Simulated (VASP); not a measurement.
Here is a VASP 6.6.1 calculation.

INCAR

```
SYSTEM = LiPb2
ALGO = Fast ; EDIFF = 1E-6
ENCUT = 520 ; GGA = PE
ISIF = 2 ; ISMEAR = 0
LASPH = .True. ; LCHARG = .False.
LREAL = .False. ; LWAVE = .False.
NBANDS = 22 ; NELM = 60
PREC = Accurate ; SIGMA = 0.1
```

Contents of KPOINTS:

```
k-points
0
Gamma
  18 18 6
  0 0 0
```

Contents of POSCAR:

```
LiPb2
1.0
    3.5558324356     -0.0000000031      0.0000000000
   -1.7779162152      3.0794412224      0.0000000000
    0.0000000000      0.0000000000      7.4831751651
Li Pb
1 2
Direct
    0.0000000000      0.0000000000      0.0000000000
    0.6666666667      0.3333333333      0.6831158591
    0.3333333333      0.6666666667      0.3168841409
```

Potentials or basis: VASP PAW PBE potentials, release 64 (Li_sv, Pb_d).

Command:

```sh
$ cat potpaw_PBE.64/Li_sv/POTCAR potpaw_PBE.64/Pb_d/POTCAR > POTCAR
$ mpirun -np 1 vasp_std > vasp.out
```

(1) What does it give for the band gap on the k mesh?

Answers

(1) zero (an odd number of electrons rules out a gap without spin polarisation).

Caveat: spin-orbit coupling is left out, which moves the levels of the heavy elements.
